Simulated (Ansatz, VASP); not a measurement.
Two plane-wave programs on SiC

File INCAR:

```
  PREC = Accurate
  ENCUT = 520
  EDIFF = 1E-6
  ISMEAR = 0
  SIGMA = 0.05
  LREAL = F
  LASPH = T
  NELM = 100
  ALGO = Normal
  ISIF = 2
  LWAVE = F
  LCHARG = F
  GGA = CA
  NBANDS = 16
```

KPOINTS

```
regular mesh
0
Gamma
  12 12 6
```

POSCAR

```
SiC
1.0
    3.0838793107      0.0000000000      0.0000000000
   -1.5419396554      2.6707178252      0.0000000000
    0.0000000000      0.0000000000      4.9264971988
Si C
2 2
Direct
    0.3333333333      0.6666666667      0.0046041256
    0.6666666667      0.3333333333      0.5046041256
    0.3333333333      0.6666666667      0.3953475106
    0.6666666667      0.3333333333      0.8953475106
```

Input for Ansatz:

```yaml
crystal:
  lattice:
    - [3.0838793107, 0.0, 0.0]
    - [-1.5419396554, 2.6707178252, 0.0]
    - [0.0, 0.0, 4.9264971988]
  atoms:
    - { symbol: Si, position: [0.3333333333, 0.6666666667, 0.0046041256] }
    - { symbol: Si, position: [0.6666666667, 0.3333333333, 0.5046041256] }
    - { symbol: C, position: [0.3333333333, 0.6666666667, 0.3953475106] }
    - { symbol: C, position: [0.6666666667, 0.3333333333, 0.8953475106] }
basis:
  ecutwfc: 520.0
kpoints:
  mp_grid: { grid: [12, 12, 6] }
hamiltonian:
  xc: lda
  pseudopotentials: { kind: paw, azcp: { folder: soft_1 } }
scf:
  occupations: { method: gaussian, width: 0.05 }
output:
  forces: true
  stress: true
  eigenvalues: true
```

Alike in both runs: task single point; functional LDA; k mesh 12 × 12 × 6; occupations gaussian, width 0.05 eV; no spin polarisation.

|  | VASP | Ansatz |
| --- | --- | --- |
| version | VASP 6.6.1 | Ansatz 0.2.0 |
| potentials or method | VASP PAW LDA potentials, release 64 (Si, C), cutoff 520 eV | scalar-relativistic, plane waves, PAW |
| valence electrons in the cell | 16 | 16 |

```tsv
	VASP	Ansatz	Ansatz less VASP
gap on the k mesh at the Fermi level (eV)	2.03	2.04	+0.012
least direct gap on the mesh (eV)	3.80	3.82	+0.014
pressure (GPa)	0.3	-0.1	-0.39
traceless stress, the component that is largest in VASP (GPa)	4.13	4.10	-0.033
rms of the force components (eV/Å)	0.550	0.551	+0.0001
```

Ansatz warns that its potentials were made for another functional, while VASP's fit it. LDA's correlation is that of Perdew and Zunger in VASP and of Perdew and Wang (1992) in Ansatz. Atom by atom the forces differ by 0.000 eV/Å (rms over components).
